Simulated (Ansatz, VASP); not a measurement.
Two plane-wave programs on Ti

```
CELL_PARAMETERS angstrom
2.88781 0.00000 0.00000
-1.44391 2.50092 0.00000
0.00000 0.00000 4.62800
ATOMIC_POSITIONS crystal
Ti 0.33333 0.66667 0.25000
Ti 0.66667 0.33333 0.75000
```

Alike in both runs: task relaxation of cell and atoms; functional PBEsol; k mesh 18 × 18 × 10; occupations gaussian, width 0.1 eV; no spin polarisation.

|  | VASP | Ansatz |
| --- | --- | --- |
| version | VASP 6.6.1 | Ansatz 0.2.0 |
| potentials or method | VASP PAW PBE potentials, release 64 (Ti_sv), cutoff 600 eV | scalar-relativistic, plane waves, PAW |
| valence electrons in the cell | 24 | 24 |

```tsv
	VASP	Ansatz	Ansatz less VASP
gap on the k mesh at the Fermi level, each at its own relaxed structure (eV)	none	none	-
relaxed volume (Å³/atom)	16.68	16.71	+0.031
relaxed cell length with the largest relative difference (Å)	2.898	2.900	+0.0019
```

VASP's potentials were made for PBE, not for PBEsol. A gap of «none» marks a metal or a gap that the smearing closes.
